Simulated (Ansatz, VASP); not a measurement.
One calculation of NaF, two programs

INCAR

```
SYSTEM = NaF
PREC = Accurate
ENCUT = 520
EDIFF = 1E-6
ISMEAR = -1
SIGMA = 0.02
LREAL = .FALSE.
LASPH = .TRUE.
NELM = 100
ALGO = Normal
ISIF = 2
LWAVE = .FALSE.
LCHARG = .FALSE.
GGA = PE
NBANDS = 14
```

File KPOINTS:

```
Automatic mesh
0
G
  10 10 10
  0 0 0
```

Contents of POSCAR:

```
NaF
1.0
    0.0000000000      2.2971680842      2.2971680842
    2.3890548075      0.0000000000      2.2971680842
    2.3890548075      2.2971680842      0.0000000000
Na F
1 1
Direct
    0.0000000000      0.0000000000      0.0000000000
    0.5000000000      0.5000000000      0.5000000000
```

Input for Ansatz:

```yaml
crystal:
  lattice:
    - [0.0, 2.2971680842, 2.2971680842]
    - [2.3890548075, 0.0, 2.2971680842]
    - [2.3890548075, 2.2971680842, 0.0]
  atoms:
    - { symbol: Na, position: [0.0, 0.0, 0.0] }
    - { symbol: F, position: [0.5, 0.5, 0.5] }
kpoints:
  mp_grid: { grid: [10, 10, 10] }
  band_path:
    path:
      - [0.0, 0.0, 0.0]
      - [0.5, 0.0, 0.5]
      - [0.625, 0.25, 0.625]
      - [0.375, 0.375, 0.75]
      - [0.5, 0.5, 0.5]
      - [0.5, 0.25, 0.75]
    npoints: 1
hamiltonian:
  xc: pbe
scf:
  occupations: { method: fermi_dirac, width: 0.02 }
  n_extra_bands: 4
output:
  forces: true
  stress: true
  eigenvalues: true
```

Change from the starting cell: uniaxial_x strain +4.0%.

Alike in both runs: task single point; functional PBE; k mesh 10 × 10 × 10; occupations fermi-dirac, width 0.02 eV; no spin polarisation.

```csv
,VASP,Ansatz
version,VASP 6.6.1,Ansatz 0.2.0
potentials or method,"VASP PAW PBE potentials, release 64 (Na_pv, F)","plane waves, PAW"
plane-wave cutoff (eV),520,420
valence electrons in the cell,14,16
```

VASP gave:

| Property | Result |
| --- | --- |
| gap on the k mesh at the Fermi level (eV) | 6.22 |
| pressure (GPa) | 1.5 |
| traceless stress, the component that is largest in VASP (GPa) | -2.03 |

Problem. Estimate Ansatz's values.

Solution. gap on the k mesh at the Fermi level (eV): 6.24; pressure (GPa): 1.6; traceless stress, the component that is largest in VASP (GPa): -1.97.

VASP's potentials hold 14 valence electrons a cell and Ansatz's 16, so a difference there can come from the potentials and not from the codes.
